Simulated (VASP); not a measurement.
# GaAs (P-6m2) in VASP: further runs

GaAs is run at these levels: PBE; tasks: single point.

All numbers are computed with VASP 6.6.1; they aren't measurements. Logs are shortened: lines on timing, memory, paths and dates and some standing lists are left out, and cuts for length are marked.

**1. The cell of the first run**

Symmetry: P-6m2, No. 187, hexagonal system. The conventional cell has a = 3.606 Å, b = 3.606 Å, c = 3.573 Å, α = 90.00°, β = 90.00°, γ = 120.00°. Within 3.7 Å of Ga (site symmetry -6m2) lie 6 As at 2.74 Å and 8 Ga at 3.57 to 3.61 Å. Within 3.7 Å of As (site symmetry -6m2) lie 6 Ga at 2.74 Å and 8 As at 3.57 to 3.61 Å.

**2. Single point, PBE**

File INCAR:

```
PREC = Accurate ; ENCUT = 520
EDIFF = 1E-7 ; ISMEAR = 0
SIGMA = 0.02 ; LREAL = False
LASPH = True ; NELM = 100
ALGO = Normal ; ISIF = 2
LWAVE = False ; LCHARG = True
GGA = PE ; LELF = True
LVHAR = True ; NBANDS = 16
```

File KPOINTS:

```
regular mesh
0
Gamma
  9 9 8
```

File POSCAR:

```
GaAs
1.0
    3.6064012100      0.0000000000      0.0000000000
   -1.8032006000      3.1232350600      0.0000000000
    0.0000000000      0.0000000000      3.5731941600
Ga As
1 1
Direct
    0.3333333300      0.6666666700      0.5000000000
    0.0000000000      0.0000000000      0.0000000000
```

Potentials or basis: VASP PAW PBE potentials, release 64 (Ga_d, As).

On the command line:

```console
$ cat potpaw_PBE.64/Ga_d/POTCAR potpaw_PBE.64/As/POTCAR > POTCAR
$ mpirun -np 1 vasp_std > vasp.out
```

OUTCAR:

```text
PREC = Accurate
   ENCUT = 520
   EDIFF = 1E-7
   ISMEAR = 0
   LREAL = False
   LASPH = True
   NELM = 100
   ISIF = 2
   GGA = PE

 ion  position               nearest neighbor table
   1  0.333  0.667  0.500-   2 2.74   2 2.74   2 2.74   2 2.74   2 2.74   2 2.74
   2  0.000  0.000  0.000-   1 2.74   1 2.74   1 2.74   1 2.74   1 2.74   1 2.74

  LATTYP: Found a hexagonal cell.
 ALAT       =     3.6064012100
 C/A-ratio  =     0.9907921920

  Lattice vectors:

 A1 = (   3.6064012100,   0.0000000000,   0.0000000000)
 A2 = (  -1.8032006000,   3.1232350600,   0.0000000000)
 A3 = (   0.0000000000,   0.0000000000,   3.5731941600)

Analysis of symmetry for initial positions (statically):
=====================================================================
 Subroutine PRICEL returns:
 Original cell was already a primitive cell.

 Routine SETGRP: Setting up the symmetry group for a
 hexagonal supercell.

 Subroutine GETGRP returns: Found 12 space group operations
 (whereof 12 operations were pure point group operations)
 out of a pool of 24 trial point group operations.

The static configuration has the point symmetry D_3h.

Analysis of symmetry for dynamics (positions and initial velocities):
=====================================================================
 Subroutine PRICEL returns:
 Original cell was already a primitive cell.

 Routine SETGRP: Setting up the symmetry group for a
 hexagonal supercell.

 Subroutine GETGRP returns: Found 12 space group operations
 (whereof 12 operations were pure point group operations)
 out of a pool of 24 trial point group operations.

The dynamic configuration has the point symmetry D_3h.

 Subroutine INISYM returns: Found 12 space group operations
 (whereof 12 operations are pure point group operations),
 and found     1 'primitive' translations

----------------------------------------------------------------------------------------

                                     Primitive cell

  volume of cell :      40.2472

  direct lattice vectors                    reciprocal lattice vectors
     3.606401210  0.000000000  0.000000000     0.277284734  0.160090416  0.000000000
    -1.803200600  3.123235060  0.000000000     0.000000000  0.320180832  0.000000000
     0.000000000  0.000000000  3.573194160     0.000000000  0.000000000  0.279861646

  length of vectors
     3.606401210  3.606401204  3.573194160     0.320180831  0.320180832  0.279861646

  position of ions in fractional coordinates (direct lattice)
     0.333333330  0.666666670  0.500000000
     0.000000000  0.000000000  0.000000000

  ion indices of the primitive-cell ions
   primitive index   ion index
                 1           1
                 2           2

----------------------------------------------------------------------------------------

 KPOINTS: regular mesh

Automatic generation of k-mesh.
 Grid dimensions read from file:
 generate k-points for:    9    9    8

 Generating k-lattice:

  Cartesian coordinates                     Fractional coordinates (reciprocal lattice)
     0.030809415  0.017787824  0.000000000     0.111111111  0.000000000  0.000000000
     0.000000000  0.035575648  0.000000000     0.000000000  0.111111111  0.000000000
     0.000000000  0.000000000  0.034982706     0.000000000  0.000000000  0.125000000

  Length of vectors
     0.035575648  0.035575648  0.034982706

  Shift w.r.t. Gamma in fractional coordinates (k-lattice)
     0.000000000  0.000000000  0.000000000

 Subroutine IBZKPT returns following result:
 ===========================================

 Found     60 irreducible k-points:

 Following reciprocal coordinates:
            Coordinates               Weight
  0.000000  0.000000  0.000000      1.000000
  0.111111  0.000000  0.000000      6.000000
  0.222222  0.000000  0.000000      6.000000
  0.333333 -0.000000  0.000000      6.000000
  0.444444  0.000000  0.000000      6.000000
  0.111111  0.111111  0.000000      6.000000
[... 16 lines left out ...]
  0.333333  0.222222  0.125000     24.000000
  0.333333  0.333333  0.125000      4.000000
 [... further k-points ...]
   k-points           NKPTS =     60   k-points in BZ     NKDIM =     60   number of bands    NBANDS=     16
   number of dos      NEDOS =    301   number of ions     NIONS =      2
   total plane-waves  NPLWV =  21952
   dimension x,y,z NGX =    28 NGY =   28 NGZ =   28
   dimension x,y,z NGXF=    56 NGYF=   56 NGZF=   56
   ions per type =               1   1
   NGX,Y,Z   is equivalent  to a cutoff of  12.91, 12.91, 13.03 a.u.
   NGXF,Y,Z  is equivalent  to a cutoff of  25.81, 25.81, 26.05 a.u.
 SYSTEM =  unknown system
   PREC   = accura    normal or accurate (medium, high low for compatibility)
   ISTART =      0    job   : 0-new  1-cont  2-samecut
   ICHARG =      2    charge: 1-file 2-atom 10-const
   ISPIN  =      1    spin polarized calculation?
   LNONCOLLINEAR =      F non collinear calculations
   LSORBIT =      F    spin-orbit coupling
   LASPH  =      T    aspherical Exc in radial PAW
   ENCUT  =  520.0 eV  38.22 Ry    6.18 a.u.   6.71  6.71  6.64*2*pi/ulx,y,z
   NELM   =    100;   NELMIN=  2; NELMDL= -5     # of ELM steps
   EDIFF  = 0.1E-06   stopping-criterion for ELM
   LREAL  =      F    real-space projection
   EDIFFG = 0.1E-05   stopping-criterion for IOM
   NSW    =      0    number of steps for IOM
   IBRION =     -1    ionic relax: 0-MD 1-quasi-New 2-CG
   NFREE  =      0    steps in history (QN), initial steepest desc. (CG)
   ISIF   =      2    stress and relaxation
   ISYM   =      2    0-nonsym 1-usesym 2-fastsym
   POTIM  = 0.5000    time-step for ionic-motion
   TEBEG  =    0.0;   TEEND  =   0.0 temperature during run
   PSTRESS=    0.0 pullay stress
   NELECT =      18.0000    total number of electrons
   NUPDOWN=      -1.0000    fix difference up-down
   EMIN   =  10.00;   EMAX   =-10.00  energy-range for DOS
   EFERMI =   0.00;   METHOD = LEGACY
   ISMEAR =     0;   SIGMA  =   0.02  broadening in eV -4-tet -1-fermi 0-gaus
   EFERMI_NEDOS =   21; number of points for ismear=-14 and -15
   IALGO  =     38    algorithm
   IMIX   =      4    mixing-type and parameters
     AMIX     =   0.40;   BMIX     =  1.00
     AMIX_MAG =   1.60;   BMIX_MAG =  1.00
  volume/ion in A,a.u.               =      20.12       135.80
  Fermi-wavevector in a.u.,A,eV,Ry     =   1.251951  2.365844 21.325507  1.567381
  Thomas-Fermi vector in A             =   2.385874
   LORBIT       =      0    0 simple, 1 ext, 2 COOP (PROOUT), +10 PAW based schemes
   GGA     = PE    functional components
   LHFCALC =     F    Hartree Fock is set to
   AEXX    =    0.0000 exact exchange contribution
   IVDW    =     0    specifies the selected vdW correction
   LEPSILON=     F    determine dielectric tensor
   LRPA    =     F    only Hartree local field effects (RPA)
 non-spin polarized calculation
 Gauss-broadening in eV      SIGMA  =   0.02
  energy-cutoff  :      520.00
  volume of cell :       40.25
 maximum number of plane-waves:      1102
 NGX is ok and might be reduce to    28
   NGX = 13   NGY = 13   NGZ = 13

 number of electron      18.0000006 magnetization

 Free energy of the ion-electron system (eV)
  ---------------------------------------------------
  ext. energy  EPLUGINS =         0.00000000
  ---------------------------------------------------
  free energy    TOTEN  =        -7.39790360 eV

  energy without entropy =       -7.39754282  energy(sigma->0) =       -7.39772321

 E-fermi :   5.0635     XC(G=0): -10.4875

 val. band max:        5.0557620450   @ k =   0.3333   0.2222   0.2500
 cond. band min:       5.1249666755   @ k =   0.1111   0.0000   0.3750
 fundamental gap:      0.0692046305
 Fermi energy:         5.0635356772

 k-point     1 :       0.0000    0.0000    0.0000
  band No.  band energies     occupation
      1      -9.6565      2.00000
      2      -9.6511      2.00000
      3      -9.6511      2.00000
      4      -9.5978      2.00000
      5      -9.5978      2.00000
      6      -7.9726      2.00000
[... 8 lines left out ...]
     15      15.5656      0.00000
     16      18.8776      0.00000

 k-point     2 :       0.1111    0.0000    0.0000
  band No.  band energies     occupation
      1      -9.6585      2.00000
      2      -9.6512      2.00000
      3      -9.6444      2.00000
      4      -9.6025      2.00000
      5      -9.5986      2.00000
      6      -7.8108      2.00000
[... 8 lines left out ...]
     15      15.2026      0.00000
     16      17.9970      0.00000

 k-point     3 :       0.2222    0.0000    0.0000
  band No.  band energies     occupation
      1      -9.6715      2.00000
      2      -9.6428      2.00000
      3      -9.6275      2.00000
      4      -9.6141      2.00000
      5      -9.6006      2.00000
      6      -7.3430      2.00000
[... 8 lines left out ...]
     15      15.3917      0.00000
     16      18.0015      0.00000

 k-point     4 :       0.3333   -0.0000    0.0000
  band No.  band energies     occupation
      1      -9.6861      2.00000
      2      -9.6327      2.00000
      3      -9.6272      2.00000
      4      -9.6081      2.00000
      5      -9.6029      2.00000
      6      -6.6429      2.00000
[... 8 lines left out ...]
     15      16.4875      0.00000
     16      18.0291      0.00000

 k-point     5 :       0.4444    0.0000    0.0000
  band No.  band energies     occupation
      1      -9.6954      2.00000
      2      -9.6356      2.00000
      3      -9.6260      2.00000
      4      -9.6043      2.00000
      5      -9.5953      2.00000
      6      -5.9709      2.00000
[... 8 lines left out ...]
     15      17.7418      0.00000
     16      17.8454      0.00000

 k-point     6 :       0.1111    0.1111    0.0000
  band No.  band energies     occupation
      1      -9.6655      2.00000
      2      -9.6470      2.00000
      3      -9.6332      2.00000
      4      -9.6103      2.00000
      5      -9.6004      2.00000
      6      -7.4955      2.00000
[... 8 lines left out ...]
     15      15.7312      0.00000
     16      17.7763      0.00000

 k-point     7 :       0.2222    0.1111    0.0000
  band No.  band energies     occupation
      1      -9.6765      2.00000
      2      -9.6380      2.00000
      3      -9.6217      2.00000
      4      -9.6176      2.00000
      5      -9.6033      2.00000
      6      -6.9051      2.00000
[... 8 lines left out ...]
     15      15.3483      0.00000
     16      16.8339      0.00000

 k-point     8 :       0.3333    0.1111    0.0000
  band No.  band energies     occupation
      1      -9.6864      2.00000
      2      -9.6316      2.00000
      3      -9.6287      2.00000
      4      -9.6060      2.00000
      5      -9.6042      2.00000
      6      -6.1789      2.00000
[... 8 lines left out ...]
     15      16.0842      0.00000
     16      16.3168      0.00000

 k-point     9 :       0.4444    0.1111    0.0000
  band No.  band energies     occupation
      1      -9.6904      2.00000
      2      -9.6355      2.00000
      3      -9.6249      2.00000
      4      -9.6071      2.00000
      5      -9.5990      2.00000
      6      -5.7709      2.00000
[... 8 lines left out ...]
     15      15.8361      0.00000
     16      18.2832      0.00000
[... 172 lines left out ...]
 k-point    19 :       0.2222    0.1111    0.1250
  band No.  band energies     occupation
      1      -9.6762      2.00000
      2      -9.6353      2.00000
      3      -9.6262      2.00000
      4      -9.6146      2.00000
      5      -9.6077      2.00000
      6      -6.7495      2.00000
[... 8 lines left out ...]
     15      15.4551      0.00000
     16      17.4454      0.00000

 k-point    20 :       0.3333    0.1111    0.1250
  band No.  band energies     occupation
      1      -9.6875      2.00000
      2      -9.6430      2.00000
      3      -9.6181      2.00000
      4      -9.6113      2.00000
      5      -9.6024      2.00000
      6      -6.0288      2.00000
[... 8 lines left out ...]
     15      15.9243      0.00000
     16      17.7293      0.00000

 k-point    21 :       0.4444    0.1111    0.1250
  band No.  band energies     occupation
      1      -9.6919      2.00000
      2      -9.6467      2.00000
      3      -9.6146      2.00000
      4      -9.6117      2.00000
      5      -9.5980      2.00000
      6      -5.6271      2.00000
[... 8 lines left out ...]
     15      16.7347      0.00000
     16      18.5454      0.00000

 k-point    22 :       0.2222    0.2222    0.1250
  band No.  band energies     occupation
      1      -9.6791      2.00000
      2      -9.6381      2.00000
      3      -9.6242      2.00000
      4      -9.6140      2.00000
      5      -9.6069      2.00000
      6      -6.1132      2.00000
[... 8 lines left out ...]
     15      14.7878      0.00000
     16      17.5139      0.00000

 k-point    23 :       0.3333    0.2222    0.1250
  band No.  band energies     occupation
      1      -9.6808      2.00000
      2      -9.6400      2.00000
      3      -9.6191      2.00000
      4      -9.6161      2.00000
      5      -9.6074      2.00000
      6      -5.5360      2.00000
[... 8 lines left out ...]
     15      15.5391      0.00000
     16      16.9002      0.00000

 k-point    24 :       0.3333    0.3333    0.1250
  band No.  band energies     occupation
      1      -9.6762      2.00000
      2      -9.6341      2.00000
      3      -9.6235      2.00000
      4      -9.6172      2.00000
      5      -9.6127      2.00000
      6      -5.3078      2.00000
[... 8 lines left out ...]
     15      16.0010      0.00000
     16      16.0236      0.00000

 [... further k-points ...]
[... 5 lines left out ...]
  --------------------------------------------------------------------------------------
  -------------------------------------------------------------------------------------
  Total        0.1708852      0.1708852     -0.6510128      0.0000000      0.0000000     -0.0000000
  in kB        6.8026765      6.8026765    -25.9158116      0.0000000      0.0000000     -0.0000000
  external PRESSURE =      -4.1034862 kB  Pullay stress =       0.0000000 kB

 VOLUME and BASIS-vectors are now :
 -----------------------------------------------------------------------------
  energy-cutoff  :      520.00
  volume of cell :       40.25
      direct lattice vectors                 reciprocal lattice vectors
     3.606401210  0.000000000  0.000000000     0.277284734  0.160090416  0.000000000
    -1.803200600  3.123235060  0.000000000     0.000000000  0.320180832  0.000000000
     0.000000000  0.000000000  3.573194160     0.000000000  0.000000000  0.279861646

 POSITION                                       TOTAL-FORCE (eV/Angst)
 -----------------------------------------------------------------------------------
     -0.00000      2.08216      1.78660         0.000000     -0.000000      0.000000
      0.00000      0.00000      0.00000        -0.000000      0.000000      0.000000
 -----------------------------------------------------------------------------------
    total drift:                                0.000008     -0.000005      0.000000

  FREE ENERGIE OF THE ION-ELECTRON SYSTEM (eV)
  ---------------------------------------------------
  free  energy   TOTEN  =        -7.3979036010 eV

  energy  without entropy=       -7.3975428219  energy(sigma->0) =       -7.39772321
```

Wall time 48 s (1 thread of Intel Xeon 8259CL, shared host); peak memory 0.18 GiB.

Results:

```yaml
Free_energy: -7.3979 eV
Pressure: -0.4 GPa
Band_gap_on_the_k_mesh: zero (bands 9 and 10 overlap by 3.95 eV)
```

(Continued in part 2 of 2.)
